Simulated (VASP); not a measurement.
# Ge (Fm-3m) in VASP: a series of runs

Ge is run at these levels: PBE; tasks: single point.

Everything below comes from runs of VASP 6.6.1. Logs are shortened: lines on timing, memory, paths and dates and some standing lists are left out, and cuts for length are marked.

### 1 The cell of the first run

It takes space group Fm-3m (No. 225, cubic). Conventional cell: a = 4.281 Å, b = 4.281 Å, c = 4.281 Å, α = 90.00°, β = 90.00°, γ = 90.00°. Ge (site symmetry m-3m) has 12 Ge at 3.03 Å within 4.0 Å.

### 2 Single point, PBE

INCAR

```
ALGO = Normal
EDIFF = 1E-6
ENCUT = 520
GGA = PE
ISIF = 2
ISMEAR = -1
LASPH = T
LCHARG = F
LREAL = F
LWAVE = F
NBANDS = 13
NELM = 60
PREC = Accurate
SIGMA = 0.06122561905347299
```

KPOINTS

```
k-points
0
Gamma
  15 15 15
```

POSCAR

```
Ge
1.0
    0.0000000000      2.1403770407      2.1403770407
    2.1403770407      0.0000000000      2.1403770407
    2.1403770407      2.1403770407      0.0000000000
Ge
1
Direct
    0.0000000000      0.0000000000      0.0000000000
```

Potentials or basis: VASP PAW PBE potentials, release 64 (Ge_d).

Started as:

```
cat potpaw_PBE.64/Ge_d/POTCAR > POTCAR
mpirun -np 1 vasp_std > vasp.out
```

OUTCAR:

```text
EDIFF = 1E-6
   ENCUT = 520
   GGA = PE
   ISIF = 2
   ISMEAR = -1
   LASPH = T
   LREAL = F
   NELM = 60
   PREC = Accurate

 ion  position               nearest neighbor table
   1  0.000  0.000  0.000-

  LATTYP: Found a face centered cubic cell.
 ALAT       =     4.2807540814

  Lattice vectors:

 A1 = (   0.0000000000,   2.1403770407,   2.1403770407)
 A2 = (   2.1403770407,   0.0000000000,   2.1403770407)
 A3 = (   2.1403770407,   2.1403770407,   0.0000000000)

Analysis of symmetry for initial positions (statically):
=====================================================================
 Subroutine PRICEL returns:
 Original cell was already a primitive cell.

 Routine SETGRP: Setting up the symmetry group for a
 face centered cubic supercell.

 Subroutine GETGRP returns: Found 48 space group operations
 (whereof 48 operations were pure point group operations)
 out of a pool of 48 trial point group operations.

The static configuration has the point symmetry O_h .

Analysis of symmetry for dynamics (positions and initial velocities):
=====================================================================
 Subroutine PRICEL returns:
 Original cell was already a primitive cell.

 Routine SETGRP: Setting up the symmetry group for a
 face centered cubic supercell.

 Subroutine GETGRP returns: Found 48 space group operations
 (whereof 48 operations were pure point group operations)
 out of a pool of 48 trial point group operations.

The dynamic configuration has the point symmetry O_h .

 Subroutine INISYM returns: Found 48 space group operations
 (whereof 48 operations are pure point group operations),
 and found     1 'primitive' translations

----------------------------------------------------------------------------------------

                                     Primitive cell

  volume of cell :      19.6110

  direct lattice vectors                    reciprocal lattice vectors
     0.000000000  2.140377041  2.140377041    -0.233603702  0.233603702  0.233603702
     2.140377041  0.000000000  2.140377041     0.233603702 -0.233603702  0.233603702
     2.140377041  2.140377041  0.000000000     0.233603702  0.233603702 -0.233603702

  length of vectors
     3.026950240  3.026950240  3.026950240     0.404613480  0.404613480  0.404613480

  position of ions in fractional coordinates (direct lattice)
     0.000000000  0.000000000  0.000000000

  ion indices of the primitive-cell ions
   primitive index   ion index
                 1           1

----------------------------------------------------------------------------------------

 KPOINTS: k-points

Automatic generation of k-mesh.
 Grid dimensions read from file:
 generate k-points for:   15   15   15

 Generating k-lattice:

  Cartesian coordinates                     Fractional coordinates (reciprocal lattice)
    -0.015573580  0.015573580  0.015573580     0.066666667  0.000000000  0.000000000
     0.015573580 -0.015573580  0.015573580     0.000000000  0.066666667  0.000000000
     0.015573580  0.015573580 -0.015573580     0.000000000  0.000000000  0.066666667

  Length of vectors
     0.026974232  0.026974232  0.026974232

  Shift w.r.t. Gamma in fractional coordinates (k-lattice)
     0.000000000  0.000000000  0.000000000

 Subroutine IBZKPT returns following result:
 ===========================================

 Found    120 irreducible k-points:

 Following reciprocal coordinates:
            Coordinates               Weight
  0.000000  0.000000  0.000000      1.000000
  0.066667  0.000000  0.000000      8.000000
  0.133333  0.000000  0.000000      8.000000
  0.200000  0.000000  0.000000      8.000000
  0.266667  0.000000  0.000000      8.000000
  0.333333  0.000000  0.000000      8.000000
[... 16 lines left out ...]
  0.133333  0.133333  0.000000      6.000000
  0.200000  0.133333  0.000000     24.000000
 [... further k-points ...]
   k-points           NKPTS =    120   k-points in BZ     NKDIM =    120   number of bands    NBANDS=     13
   number of dos      NEDOS =    301   number of ions     NIONS =      1
   total plane-waves  NPLWV =  13824
   dimension x,y,z NGX =    24 NGY =   24 NGZ =   24
   dimension x,y,z NGXF=    48 NGYF=   48 NGZF=   48
   ions per type =               1
   NGX,Y,Z   is equivalent  to a cutoff of  13.18, 13.18, 13.18 a.u.
   NGXF,Y,Z  is equivalent  to a cutoff of  26.36, 26.36, 26.36 a.u.
 SYSTEM =  unknown system
   PREC   = accura    normal or accurate (medium, high low for compatibility)
   ISTART =      0    job   : 0-new  1-cont  2-samecut
   ICHARG =      2    charge: 1-file 2-atom 10-const
   ISPIN  =      1    spin polarized calculation?
   LNONCOLLINEAR =      F non collinear calculations
   LSORBIT =      F    spin-orbit coupling
   LASPH  =      T    aspherical Exc in radial PAW
   ENCUT  =  520.0 eV  38.22 Ry    6.18 a.u.   5.63  5.63  5.63*2*pi/ulx,y,z
   NELM   =     60;   NELMIN=  2; NELMDL= -5     # of ELM steps
   EDIFF  = 0.1E-05   stopping-criterion for ELM
   LREAL  =      F    real-space projection
   EDIFFG = 0.1E-04   stopping-criterion for IOM
   NSW    =      0    number of steps for IOM
   IBRION =     -1    ionic relax: 0-MD 1-quasi-New 2-CG
   NFREE  =      0    steps in history (QN), initial steepest desc. (CG)
   ISIF   =      2    stress and relaxation
   ISYM   =      2    0-nonsym 1-usesym 2-fastsym
   POTIM  = 0.5000    time-step for ionic-motion
   TEBEG  =    0.0;   TEEND  =   0.0 temperature during run
   PSTRESS=    0.0 pullay stress
   NELECT =      14.0000    total number of electrons
   NUPDOWN=      -1.0000    fix difference up-down
   EMIN   =  10.00;   EMAX   =-10.00  energy-range for DOS
   EFERMI =   0.00;   METHOD = LEGACY
   ISMEAR =    -1;   SIGMA  =   0.06  broadening in eV -4-tet -1-fermi 0-gaus
   EFERMI_NEDOS =   21; number of points for ismear=-14 and -15
   IALGO  =     38    algorithm
   IMIX   =      4    mixing-type and parameters
     AMIX     =   0.40;   BMIX     =  1.00
     AMIX_MAG =   1.60;   BMIX_MAG =  1.00
  volume/ion in A,a.u.               =      19.61       132.34
  Fermi-wavevector in a.u.,A,eV,Ry     =   1.463133  2.764921 29.126795  2.140759
  Thomas-Fermi vector in A             =   2.579264
   LORBIT       =      0    0 simple, 1 ext, 2 COOP (PROOUT), +10 PAW based schemes
   GGA     = PE    functional components
   LHFCALC =     F    Hartree Fock is set to
   AEXX    =    0.0000 exact exchange contribution
   IVDW    =     0    specifies the selected vdW correction
   LEPSILON=     F    determine dielectric tensor
   LRPA    =     F    only Hartree local field effects (RPA)
 non-spin polarized calculation
  energy-cutoff  :      520.00
  volume of cell :       19.61
 maximum number of plane-waves:       536
   NGX = 11   NGY = 11   NGZ = 11

 number of electron      14.0000014 magnetization

 Free energy of the ion-electron system (eV)
  ---------------------------------------------------
  ext. energy  EPLUGINS =         0.00000000
  ---------------------------------------------------
  free energy    TOTEN  =        -4.19209700 eV

  energy without entropy =       -4.18673323  energy(sigma->0) =       -4.18941511

 E-fermi :   6.5248     XC(G=0): -11.1035

 val. band max:        6.3671026393   @ k =   0.4000   0.2667   0.0000
 cond. band min:       6.5303574584   @ k =   0.3333   0.1333   0.0000
 fundamental gap:      0.1632548190
 Fermi energy:         6.5248366209

 k-point     1 :       0.0000    0.0000    0.0000
  band No.  band energies     occupation
      1     -18.3199      2.00000
      2     -18.3199      2.00000
      3     -18.3199      2.00000
      4     -18.2763      2.00000
      5     -18.2763      2.00000
      6      -6.4645      2.00000
      7      15.0160      0.00000
      8      15.0160      0.00000
      9      15.0160      0.00000
     10      20.2145      0.00000
     11      20.2145      0.00000
     12      20.2145      0.00000
     13      21.3136      0.00000

 k-point     2 :       0.0667    0.0000    0.0000
  band No.  band energies     occupation
      1     -18.3198      2.00000
      2     -18.3178      2.00000
      3     -18.3178      2.00000
      4     -18.2764      2.00000
      5     -18.2764      2.00000
      6      -6.3569      2.00000
      7      13.9545      0.00000
      8      14.8545      0.00000
      9      14.8545      0.00000
     10      19.4907      0.00000
     11      20.5039      0.00000
     12      20.5039      0.00000
     13      22.7852      0.00000

 k-point     3 :       0.1333    0.0000    0.0000
  band No.  band energies     occupation
      1     -18.3196      2.00000
      2     -18.3129      2.00000
      3     -18.3129      2.00000
      4     -18.2758      2.00000
      5     -18.2758      2.00000
      6      -6.0346      2.00000
      7      11.7491      0.00000
      8      14.4725      0.00000
      9      14.4725      0.00000
     10      18.8984      0.00000
     11      21.1468      0.00000
     12      21.1468      0.00000
     13      23.7213      0.00000
[... 305 lines left out ...]
 k-point    23 :       0.1333    0.1333    0.0000
  band No.  band energies     occupation
      1     -18.3283      2.00000
      2     -18.3043      2.00000
      3     -18.3043      2.00000
      4     -18.2850      2.00000
      5     -18.2699      2.00000
      6      -5.8911      2.00000
      7      13.1169      0.00000
      8      13.1169      0.00000
      9      13.1847      0.00000
     10      17.1517      0.00000
     11      20.3661      0.00000
     12      22.9473      0.00000
     13      22.9473      0.00000

 k-point    24 :       0.2000    0.1333    0.0000
  band No.  band energies     occupation
      1     -18.3308      2.00000
      2     -18.2985      2.00000
      3     -18.2974      2.00000
      4     -18.2871      2.00000
      5     -18.2656      2.00000
      6      -5.4975      2.00000
      7      11.0816      0.00000
      8      12.5162      0.00000
      9      13.1704      0.00000
     10      16.9861      0.00000
     11      19.1201      0.00000
     12      23.2356      0.00000
     13      23.8367      0.00000

 [... further k-points ...]
[... 5 lines left out ...]
  --------------------------------------------------------------------------------------
  -------------------------------------------------------------------------------------
  Total        0.0041991      0.0041991      0.0041991     -0.0000000      0.0000000     -0.0000000
  in kB        0.3430567      0.3430567      0.3430567     -0.0000000      0.0000000     -0.0000000
  external PRESSURE =       0.3430567 kB  Pullay stress =       0.0000000 kB

 VOLUME and BASIS-vectors are now :
 -----------------------------------------------------------------------------
  energy-cutoff  :      520.00
  volume of cell :       19.61
      direct lattice vectors                 reciprocal lattice vectors
     0.000000000  2.140377041  2.140377041    -0.233603702  0.233603702  0.233603702
     2.140377041  0.000000000  2.140377041     0.233603702 -0.233603702  0.233603702
     2.140377041  2.140377041  0.000000000     0.233603702  0.233603702 -0.233603702

 POSITION                                       TOTAL-FORCE (eV/Angst)
 -----------------------------------------------------------------------------------
      0.00000      0.00000      0.00000         0.000000      0.000000     -0.000000
 -----------------------------------------------------------------------------------
    total drift:                               -0.000000     -0.000000     -0.000000

  FREE ENERGIE OF THE ION-ELECTRON SYSTEM (eV)
  ---------------------------------------------------
  free  energy   TOTEN  =        -4.1920969981 eV

  energy  without entropy=       -4.1867332255  energy(sigma->0) =       -4.18941511
```

Run time: 36 s. Hardware: 1 thread of AMD EPYC 7R43 (Zen 3), shared host; peak memory 0.12 GiB.

Results:

| Property | Result |
| --- | --- |
| Free energy | -4.1921 eV |
| Pressure | 0.0 GPa |
| Band gap on the k mesh | zero (band 7 reaches 15.02 eV, above the bottom of band 8 at 4.19 eV) |

### 3 Single point, PBE

This run uses another cell than the first one, of 20.00 Å³/atom, 1.020 times its volume.

INCAR

```
ALGO     = Normal         # electronic algorithm
EDIFF    = 1E-6           # SCF threshold, eV
ENCUT    = 520            # plane-wave cutoff, eV
GGA      = PE             # functional
ISIF     = 2              # what is computed and relaxed
ISMEAR   = -1             # smearing method
LASPH    = True           # aspherical terms in the spheres
LCHARG   = True           # write CHGCAR
LELF     = True           # ELF
LREAL    = False          # projectors in reciprocal space
LVHAR    = True         
LWAVE    = False          # write WAVECAR
NBANDS   = 13             # bands
NELM     = 100            # most SCF steps
PREC     = Accurate       # precision mode
SIGMA    = 0.06122561905347299 # smearing width, eV
```

KPOINTS is that of step 2.

POSCAR

```
Ge
1.0
    0.0000000000      2.1545521362      2.1545521362
    2.1545521362      0.0000000000      2.1545521362
    2.1545521362      2.1545521362      0.0000000000
Ge
1
Direct
    0.0000000000      0.0000000000      0.0000000000
```

Potentials or basis: VASP PAW PBE potentials, release 64 (Ge_d).

Started as:

```
cat potpaw_PBE.64/Ge_d/POTCAR > POTCAR
mpirun -np 1 vasp_std > vasp.out
```

Run time: 40 s. Hardware: 1 thread of AMD EPYC 7R43 (Zen 3), shared host; peak memory 0.12 GiB.

Results (log left out):

```yaml
Free_energy: -4.1910 eV
Pressure: -1.2 GPa
Band_gap_on_the_k_mesh: zero (band 7 reaches 14.63 eV, above the bottom of band 8 at 4.04 eV)
```

Levels at points of the mesh, in eV from the Fermi level:
| k point | band 4 | band 5 | band 6 | band 7 | band 8 | band 9 | band 10 | band 11 |
| --- | --- | --- | --- | --- | --- | --- | --- | --- |
| (0.00, 0.00, 0.00) | -24.80 | -24.80 | -12.83 | 8.30 | 8.30 | 8.30 | 13.56 | 13.56 |

### 4 Single point, PBE

This run uses another cell than the first one, of 20.40 Å³/atom, 1.040 times its volume.

INCAR

```
SYSTEM = Ge
ALGO     = Normal         ! electronic algorithm
EDIFF    = 1E-7           ! SCF threshold, eV
ENCUT    = 520            ! plane-wave cutoff, eV
GGA      = PE             ! functional
ISIF     = 2              ! what is computed and relaxed
ISMEAR   = -1             ! smearing method
LASPH    = .TRUE.         ! aspherical terms in the spheres
LCHARG   = .FALSE.        ! write CHGCAR
LREAL    = .FALSE.        ! projectors in reciprocal space
LWAVE    = .FALSE.        ! write WAVECAR
NBANDS   = 13             ! bands
NELM     = 60             ! most SCF steps
PREC     = Accurate       ! precision mode
SIGMA    = 0.06122561905347299 ! smearing width, eV
```

KPOINTS

```
k-points
0
G
  15 15 15
  0 0 0
```

POSCAR

```
Ge
1.0
    0.0000000000      2.1685431265      2.1685431265
    2.1685431265      0.0000000000      2.1685431265
    2.1685431265      2.1685431265      0.0000000000
Ge
1
Direct
    0.0000000000      0.0000000000      0.0000000000
```

Started as:

```
cat potpaw_PBE.64/Ge_d/POTCAR > POTCAR
mpirun -np 1 vasp_std > vasp.out
```

Wall time 44 s (1 thread of AMD EPYC 7R43 (Zen 3), shared host); peak memory 0.11 GiB.

The run converged. Its results:

```yaml
Free_energy: -4.1871 eV
Pressure: -2.2 GPa
Band_gap_on_the_k_mesh: zero (band 7 reaches 14.25 eV, above the bottom of band 8 at 3.90 eV)
```

Levels at points of the mesh, in eV from the Fermi level:
```
           k point  band 3  band 4  band 5  band 6  band 7  band 8  band 9  band 10  band 11  band 12
(0.00, 0.00, 0.00)  -24.85  -24.81  -24.81  -12.68    8.12    8.12    8.12    13.43    13.43    13.43
```

### 5 Single point, PBE

This run uses another cell than the first one, of 20.79 Å³/atom, 1.060 times its volume.

INCAR

```
PREC = Accurate ; ENCUT = 520
EDIFF = 1E-7 ; ISMEAR = -1
SIGMA = 0.06122561905347299 ; LREAL = F
LASPH = T ; NELM = 100
ALGO = Normal ; ISIF = 2
LWAVE = F ; LCHARG = F
GGA = PE ; NBANDS = 13
```

KPOINTS

```
Automatic mesh
0
Gamma
  15 15 15
```

POSCAR

```
Ge
1.0
    0.0000000000      2.1823558756      2.1823558756
    2.1823558756      0.0000000000      2.1823558756
    2.1823558756      2.1823558756      0.0000000000
Ge
1
Direct
    0.0000000000      0.0000000000      0.0000000000
```

Started as:

```
cat potpaw_PBE.64/Ge_d/POTCAR > POTCAR
mpirun -np 1 vasp_std > vasp.out
```

Wall time 35 s (1 thread of AMD EPYC 7R43 (Zen 3), shared host); peak memory 0.12 GiB.

It converged, with:

```yaml
Free_energy: -4.1805 eV
Pressure: -3.2 GPa
Band_gap_on_the_k_mesh: zero (band 7 reaches 13.88 eV, above the bottom of band 8 at 3.77 eV)
```

Levels at points of the mesh, in eV from the Fermi level:
| k point | band 5 | band 6 | band 7 | band 8 | band 9 | band 10 |
| --- | --- | --- | --- | --- | --- | --- |
| (0.00, 0.00, 0.00) | -24.81 | -12.54 | 7.95 | 7.95 | 7.95 | 13.31 |

### 6 Single point, PBE

This run uses another cell than the first one, of 18.43 Å³/atom, 0.940 times its volume.

INCAR

```
SYSTEM = Ge
PREC     = Accurate       ! precision mode
ENCUT    = 520            ! plane-wave cutoff, eV
EDIFF    = 1E-6           ! SCF threshold, eV
ISMEAR   = -1             ! smearing method
SIGMA    = 0.06122561905347299 ! smearing width, eV
LREAL    = .False.        ! projectors in reciprocal space
LASPH    = .True.         ! aspherical terms in the spheres
NELM     = 60             ! most SCF steps
ALGO     = Normal         ! electronic algorithm
ISIF     = 2              ! what is computed and relaxed
LWAVE    = .False.        ! write WAVECAR
LCHARG   = .True.         ! write CHGCAR
GGA      = PE             ! functional
LELF     = .True.         ! ELF
LVHAR    = .True.       
NBANDS   = 13             ! bands
```

KPOINTS

```
Automatic mesh
0
Gamma
  22 22 22
  0 0 0
```

POSCAR

```
Ge
1.0
    0.0000000000      2.0966836165      2.0966836165
    2.0966836165      0.0000000000      2.0966836165
    2.0966836165      2.0966836165      0.0000000000
Ge
1
Direct
    0.0000000000      0.0000000000      0.0000000000
```

Potentials or basis: VASP PAW PBE potentials, release 64 (Ge_d).

Started as:

```
cat potpaw_PBE.64/Ge_d/POTCAR > POTCAR
mpirun -np 1 vasp_std > vasp.out
```

Run time: 95 s. Hardware: 1 thread of AMD EPYC 7R43 (Zen 3), shared host; peak memory 0.15 GiB.

It converged, with:

```
Free energy            : -4.1746 eV
Pressure               : 4.3 GPa
Band gap on the k mesh : zero (band 7 reaches 16.28 eV, above the bottom of band 8 at 4.63 eV)
```

Levels at points of the mesh, in eV from the Fermi level:
```csv
k point,band 3,band 4,band 5,band 6,band 7,band 8,band 9,band 10,band 11,band 12
"(0.00, 0.00, 0.00)",-24.82,-24.77,-24.77,-13.46,9.14,9.14,9.14,14.14,14.14,14.14
"(0.50, 0.00, 0.00)",-24.82,-24.72,-24.72,-8.02,-5.77,6.99,6.99,12.35,12.78,12.78
"(0.50, 0.50, 0.00)",-24.72,-24.71,-24.71,-5.62,-4.48,2.61,2.61,6.43,6.65,28.55
```

### 7 The runs side by side

| cell | k mesh | gap on the mesh (eV) | pressure (GPa) |
| --- | --- | --- | --- |
| a = 3.027 Å, angles 60.0°, 1 atom | 15 × 15 × 15 | none | 0.0 |
| a = 3.047 Å, angles 60.0°, 1 atom | 15 × 15 × 15 | none | -1.2 |
| a = 3.067 Å, angles 60.0°, 1 atom | 15 × 15 × 15 | none | -2.2 |
| a = 3.086 Å, angles 60.0°, 1 atom | 15 × 15 × 15 | none | -3.2 |
| a = 2.965 Å, angles 60.0°, 1 atom | 22 × 22 × 22 | none | 4.3 |

Alike in all rows: task single point; level PBE; potentials or basis VASP PAW PBE potentials, release 64 (Ge_d); no spin polarisation; cutoff (eV) 520; smearing fermi-dirac 0.0612256 eV.

Absolute energies hang on the potentials; compare differences alone.
